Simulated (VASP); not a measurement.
Set up this calculation in VASP 6.6.1, as the native input.

```
Task                               : single point
Functional                         : HF
Potentials or basis                : VASP PAW PBE potentials, release 64 (B, As)
Cutoff                             : 520 eV
k mesh                             : 5 × 5 × 5
Occupations                        : fermi-dirac, width 0.05 eV
Spin                               : no spin polarisation
Dipole correction                  : no
Grid for exact exchange (PRECFOCK) : Normal
Further INCAR settings             : ALGO = Normal; EDIFF = 1e-07; NBANDS = 11
Share of exact exchange            : 1
```

BAs:

```
CELL_PARAMETERS angstrom
2.95701 0.00000 0.00000
0.00000 2.95701 0.00000
0.00000 0.00000 2.95701
ATOMIC_POSITIONS crystal
B 0.50000 0.50000 0.50000
As 0.00000 0.00000 0.00000
```

The input as run:

POSCAR

```
BAs
1.0
    2.9570103300      0.0000000000      0.0000000000
    0.0000000000      2.9570103300      0.0000000000
    0.0000000000      0.0000000000      2.9570103300
B As
1 1
Direct
    0.5000000000      0.5000000000      0.5000000000
    0.0000000000      0.0000000000      0.0000000000
```

INCAR.step1

```
SYSTEM = BAs
  ALGO = Normal
  EDIFF = 1E-5
  ENCUT = 520
  GGA = PE
  ISIF = 2
  ISMEAR = -1
  LASPH = .TRUE.
  LCHARG = .FALSE.
  LREAL = .FALSE.
  LWAVE = .TRUE.
  NBANDS = 11
  NELM = 60
  PREC = Accurate
  SIGMA = 0.05
```

INCAR.step2

```
SYSTEM = BAs
  AEXX = 1.0
  AGGAC = 0.0
  ALDAC = 0.0
  ALGO = Normal
  EDIFF = 1E-7
  ENCUT = 520
  GGA = PE
  ISIF = 2
  ISMEAR = -1
  ISTART = 1
  LASPH = .TRUE.
  LCHARG = .FALSE.
  LHFCALC = .TRUE.
  LREAL = .FALSE.
  LWAVE = .FALSE.
  NBANDS = 11
  NELM = 60
  PREC = Accurate
  PRECFOCK = Normal
  SIGMA = 0.05
```

KPOINTS

```
k-points
0
G
  5 5 5
  0 0 0
```

Potentials or basis: VASP PAW PBE potentials, release 64 (B, As).

Run with:

```sh
$ cat potpaw_PBE.64/B/POTCAR potpaw_PBE.64/As/POTCAR > POTCAR
$ cp INCAR.step1 INCAR
$ mpirun -np 1 vasp_std > vasp.out
$ cp INCAR.step2 INCAR
$ mpirun -np 1 vasp_std > vasp.out
```

It gave:

| Property | Result |
| --- | --- |
| Pressure | -2.1 GPa |
| Band gap on the k mesh | zero (bands 4 and 5 overlap by 8.58 eV) |

Caveat: the k points lie up to 0.42 Å⁻¹ apart, too coarse for converged energies and pressures of a metal; the PAW data sets were made with another functional, which shifts forces and pressure a little.

Run time: 5.5 min on 1 thread of Intel(R) Xeon(R) Platinum 8488C (Sapphire Rapids), with other jobs on the host, peak memory 0.14 GiB.
